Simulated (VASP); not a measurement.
# Si2Mo (I4/mmm) in VASP: notebook, part 2 of 2

VASP 6.6.1. Earlier steps stand in the parts before.

## Step 3: Single point, PBEsol

This run uses another cell than the first one, of 11.90 Å³/atom, 0.887 times its volume.

Input file INCAR:

```
SYSTEM = Si2Mo
PREC = Accurate
ENCUT = 520
EDIFF = 1E-6
ISMEAR = -1
SIGMA = 0.05
LREAL = .False.
LASPH = .True.
NELM = 60
ALGO = Normal
ISIF = 2
LWAVE = .False.
LCHARG = .True.
GGA = PS
LELF = .True.
LVHAR = .True.
NBANDS = 18
```

Input file KPOINTS:

```
regular mesh
0
Gamma
  12 12 12
  0 0 0
```

Input file POSCAR:

```
Si2Mo
1.0
   -1.5343626848      1.5343626848      3.7920869263
    1.5343626848     -1.5343626848      3.7920869263
    1.5343626848      1.5343626848     -3.7920869263
Mo Si
1 2
Direct
    0.0000000000      0.0000000000      0.0000000000
    0.6664088143      0.6664088143      0.0000000000
    0.3335911857      0.3335911857      0.0000000000
```

Potentials or basis: VASP PAW PBE potentials, release 64 (Mo_sv, Si).

On the command line:

```
$ cat potpaw_PBE.64/Mo_sv/POTCAR potpaw_PBE.64/Si/POTCAR > POTCAR
$ mpirun -np 1 vasp_std > vasp.out
```

OUTCAR:

```text
SYSTEM = Si2Mo
   PREC = Accurate
   ENCUT = 520
   EDIFF = 1E-6
   ISMEAR = -1
   LREAL = .False.
   LASPH = .True.
   NELM = 60
   ISIF = 2
   GGA = PS

 ion  position               nearest neighbor table
   1  0.000  0.000  0.000-   2 2.51   2 2.51   2 2.51   3 2.51   2 2.51   3 2.51   3 2.51   3 2.51
                             2 2.53   3 2.53
   2  0.666  0.666  0.000-   1 2.51   1 2.51   1 2.51   1 2.51   3 2.51   3 2.51   3 2.51   3 2.51
                             3 2.52   1 2.53
   3  0.334  0.334  0.000-   1 2.51   1 2.51   1 2.51   1 2.51   2 2.51   2 2.51   2 2.51   2 2.51
                             2 2.52   1 2.53

  LATTYP: Found a body centered tetragonal cell.
 ALAT       =     3.0687253696
 C/A-ratio  =     2.4714410510

  Lattice vectors:

 A1 = (  -1.5343626848,   1.5343626848,   3.7920869263)
 A2 = (   1.5343626848,  -1.5343626848,   3.7920869263)
 A3 = (   1.5343626848,   1.5343626848,  -3.7920869263)

Analysis of symmetry for initial positions (statically):
=====================================================================
 Subroutine PRICEL returns:
 Original cell was already a primitive cell.

 Routine SETGRP: Setting up the symmetry group for a
 body centered tetragonal supercell.

 Subroutine GETGRP returns: Found 16 space group operations
 (whereof 16 operations were pure point group operations)
 out of a pool of 16 trial point group operations.

The static configuration has the point symmetry D_4h.

Analysis of symmetry for dynamics (positions and initial velocities):
=====================================================================
 Subroutine PRICEL returns:
 Original cell was already a primitive cell.

 Routine SETGRP: Setting up the symmetry group for a
 body centered tetragonal supercell.

 Subroutine GETGRP returns: Found 16 space group operations
 (whereof 16 operations were pure point group operations)
 out of a pool of 16 trial point group operations.

The dynamic configuration has the point symmetry D_4h.

[... 113 lines left out ...]
   EMIN   =  10.00;   EMAX   =-10.00  energy-range for DOS
   EFERMI =   0.00;   METHOD = LEGACY
   ISMEAR =    -1;   SIGMA  =   0.05  broadening in eV -4-tet -1-fermi 0-gaus
   EFERMI_NEDOS =   21; number of points for ismear=-14 and -15
   IALGO  =     38    algorithm
   IMIX   =      4    mixing-type and parameters
     AMIX     =   0.40;   BMIX     =  1.00
     AMIX_MAG =   1.60;   BMIX_MAG =  1.00
  volume/ion in A,a.u.               =      11.90        80.33
  Fermi-wavevector in a.u.,A,eV,Ry     =   1.392999  2.632387 26.401391  1.940447
  Thomas-Fermi vector in A             =   2.516688
   LORBIT       =      0    0 simple, 1 ext, 2 COOP (PROOUT), +10 PAW based schemes
   GGA     = PS    functional components
   LHFCALC =     F    Hartree Fock is set to
   AEXX    =    0.0000 exact exchange contribution
   IVDW    =     0    specifies the selected vdW correction
   LEPSILON=     F    determine dielectric tensor
   LRPA    =     F    only Hartree local field effects (RPA)
 non-spin polarized calculation
  energy-cutoff  :      520.00
  volume of cell :       35.71
 maximum number of plane-waves:       975
   NGX = 17   NGY = 17   NGZ = 17

 number of electron      22.0000001 magnetization

 Free energy of the ion-electron system (eV)
  ---------------------------------------------------
  ext. energy  EPLUGINS =         0.00000000
  ---------------------------------------------------
  free energy    TOTEN  =       -24.71933088 eV

  energy without entropy =      -24.71726781  energy(sigma->0) =      -24.71829935

 E-fermi :  14.0791     XC(G=0): -13.0866

 val. band max:       14.0147330668   @ k =  -0.3333  -0.4167   0.3333
 cond. band min:      14.1259043856   @ k =   0.0833   0.0000  -0.0000
 fundamental gap:      0.1111713188
 Fermi energy:        14.0790992364

 k-point     1 :       0.0000    0.0000    0.0000
  band No.  band energies     occupation
      1     -46.4224      2.00000
      2     -20.7173      2.00000
      3     -20.5333      2.00000
      4     -20.5333      2.00000
      5      -0.3393      2.00000
      6       6.8963      2.00000
[... 481 lines left out ...]
      5       2.9015      2.00000
      6       5.4651      2.00000
[... 10 lines left out ...]
     17      22.0919      0.00000
     18      23.2264      0.00000

 [... further k-points ...]
[... 5 lines left out ...]
  --------------------------------------------------------------------------------------
  -------------------------------------------------------------------------------------
  Total        6.8005271      6.8005271      6.8057398      0.0000000      0.0000000      0.0000000
  in kB      305.1116767    305.1116767    305.3455480      0.0000000      0.0000000      0.0000000
  external PRESSURE =     305.1896338 kB  Pullay stress =       0.0000000 kB

 VOLUME and BASIS-vectors are now :
 -----------------------------------------------------------------------------
  energy-cutoff  :      520.00
  volume of cell :       35.71
      direct lattice vectors                 reciprocal lattice vectors
    -1.534362685  1.534362685  3.792086926     0.000000000  0.325868196  0.131853518
     1.534362685 -1.534362685  3.792086926     0.325868196  0.000000000  0.131853518
     1.534362685  1.534362685 -3.792086926     0.325868196  0.325868196  0.000000000

 POSITION                                       TOTAL-FORCE (eV/Angst)
 -----------------------------------------------------------------------------------
      0.00000      0.00000      0.00000         0.000000      0.000000      0.000000
      0.00000      0.00000      5.05416         0.000000      0.000000      0.006807
      0.00000      0.00000      2.53001        -0.000000     -0.000000     -0.006807
 -----------------------------------------------------------------------------------
    total drift:                                0.000000     -0.000000     -0.000000

  FREE ENERGIE OF THE ION-ELECTRON SYSTEM (eV)
  ---------------------------------------------------
  free  energy   TOTEN  =       -24.7193308838 eV

  energy  without entropy=      -24.7172678073  energy(sigma->0) =      -24.71829935
```

OSZICAR:

```text
N       E                     dE             d eps       ncg     rms          rms(c)
DAV:   1     0.124414040721E+03    0.12441E+03   -0.11449E+04  5868   0.118E+03
DAV:   2    -0.225405037410E+02   -0.14695E+03   -0.14399E+03  6932   0.307E+02
DAV:   3    -0.255832527012E+02   -0.30427E+01   -0.30140E+01  7188   0.397E+01
DAV:   4    -0.255982680385E+02   -0.15015E-01   -0.15006E-01  6914   0.309E+00
DAV:   5    -0.255983604125E+02   -0.92374E-04   -0.92373E-04  6872   0.251E-01    0.294E+01
DAV:   6    -0.248515034434E+02    0.74686E+00   -0.42412E+00  6238   0.146E+01    0.774E+00
DAV:   7    -0.247545612809E+02    0.96942E-01   -0.50771E-01  6170   0.450E+00    0.594E+00
DAV:   8    -0.247202285701E+02    0.34333E-01   -0.81332E-02  6374   0.219E+00    0.441E-01
DAV:   9    -0.247194395773E+02    0.78899E-03   -0.14433E-03  6792   0.324E-01    0.218E-01
DAV:  10    -0.247193381405E+02    0.10144E-03   -0.34658E-04  6676   0.156E-01    0.625E-02
DAV:  11    -0.247193309679E+02    0.71726E-05   -0.69350E-05  6524   0.614E-02    0.197E-02
DAV:  12    -0.247193308838E+02    0.84146E-07   -0.84630E-06  6244   0.201E-02
   1 F= -.24719331E+02 E0= -.24718299E+02  d E =-.206308E-02
```

stdout:

```text
POSCAR found type information on POSCAR MoSi
 POSCAR found :  2 types and       3 ions
 scaLAPACK will be used
 -----------------------------------------------------------------------------
|                                                                             |
|                                                                             |
|     You enforced a specific xc type in the INCAR file but a different       |
|     I HOPE YOU KNOW WHAT YOU ARE DOING!                                     |
|                                                                             |
 -----------------------------------------------------------------------------

 LDA part: xc-table for (Slater+PW92), standard interpolation
 POSCAR, INCAR and KPOINTS ok, starting setup
 FFT: planning ... GRIDC
 FFT: planning ... GRID_SOFT
 FFT: planning ... GRID
 WAVECAR not read
 entering main loop
```

It took 76 s on 1 thread of Intel Xeon 6975P-C (Granite Rapids), shared host; peak memory 0.24 GiB.

Results:

* Free energy: -24.7193 eV
* Pressure: 30.5 GPa
* Largest force: 0.007 eV/Å
* Band gap on the k mesh: zero (band 11 reaches 14.68 eV, above the bottom of band 12 at 13.64 eV)

Forces in eV/Å, atoms in the order of the input:
```
Mo   0.000  0.000  0.000
Si   0.000  0.000  0.007
Si   0.000  0.000 -0.007
```

Caveat: the PAW data sets were made with another functional, which shifts forces and pressure a little.

## Step 4: Single point, PBEsol

This run uses another cell than the first one, of 12.28 Å³/atom, 0.915 times its volume.

Input file INCAR:

```
ALGO     = Normal         # electronic algorithm
EDIFF    = 1E-6           # SCF threshold, eV
ENCUT    = 520            # plane-wave cutoff, eV
GGA      = PS             # functional
ISIF     = 2              # what is computed and relaxed
ISMEAR   = -1             # smearing method
LASPH    = T              # aspherical terms in the spheres
LCHARG   = F              # write CHGCAR
LREAL    = F              # projectors in reciprocal space
LWAVE    = F              # write WAVECAR
NBANDS   = 18             # bands
NELM     = 60             # most SCF steps
PREC     = Accurate       # precision mode
SIGMA    = 0.05           # smearing width, eV
```

Input file KPOINTS:

```
k-points
0
Gamma
  12 12 12
```

Input file POSCAR:

```
Si2Mo
1.0
   -1.5516560895      1.5516560895      3.8253564045
    1.5516560895     -1.5516560895      3.8253564045
    1.5516560895      1.5516560895     -3.8253564045
Mo Si
1 2
Direct
    0.0000000000      0.0000000000      0.0000000000
    0.6660282961      0.6660282961      0.0000000000
    0.3339717039      0.3339717039      0.0000000000
```

On the command line:

```
$ cat potpaw_PBE.64/Mo_sv/POTCAR potpaw_PBE.64/Si/POTCAR > POTCAR
$ mpirun -np 1 vasp_std > vasp.out
```

Run time: 2.3 min. Hardware: 1 thread of Intel Xeon 6975P-C (Granite Rapids), shared host; peak memory 0.27 GiB.

Results (log left out):

```yaml
Free_energy: -24.8988 eV
Pressure: 20.5 GPa
Largest_force: 0.005 eV/Å
Band_gap_on_the_k_mesh: zero (band 11 reaches 14.13 eV, above the bottom of band 12 at 13.11 eV)
```

Forces in eV/Å, atoms in the order of the input:
```
Mo   0.000  0.000  0.000
Si   0.000  0.000  0.005
Si   0.000  0.000 -0.005
```

Levels at points of the mesh, in eV from the Fermi level:
```tsv
k point	band 8	band 9	band 10	band 11	band 12	band 13	band 14	band 15
(0.00, 0.00, 0.00)	-3.37	-2.88	-2.88	0.45	2.78	3.73	3.89	3.89
(0.50, 0.00, 0.00)	-4.74	-2.95	-2.80	-0.63	2.59	3.26	4.38	4.74
(0.50, 0.50, 0.00)	-5.18	-4.81	-3.48	-1.16	2.65	3.13	3.40	3.52
(0.50, 0.50, 0.50)	-2.53	-0.67	-0.67	-0.45	-0.45	0.61	4.97	5.98
```

Caveat: the PAW data sets were made with another functional, which shifts forces and pressure a little.

## Step 5: Overview

| task | level | cell | cutoff (eV) | gap on the mesh (eV) | pressure (GPa) |
| --- | --- | --- | --- | --- | --- |
| relaxation of cell and atoms | revPBE | relaxed from a = 4.535 Å, angles 138.7, 138.7, 59.9°, 3 atoms | 600 | none | 0.0 |
| single point | PBEsol | a = 4.369 Å, angles 138.9, 138.9, 59.6°, 3 atoms | 520 | none | 30.5 |
| single point | PBEsol | a = 4.410 Å, angles 138.8, 138.8, 59.7°, 3 atoms | 520 | none | 20.5 |

Alike in all rows: potentials or basis VASP PAW PBE potentials, release 64 (Mo_sv, Si); no spin polarisation; k mesh 12 × 12 × 12; smearing fermi-dirac 0.05 eV.

Caveats: the PAW data sets were made with another functional, which shifts forces and pressure a little.

Total energies depend on the potentials used, so only differences within one code and one set of settings carry meaning.
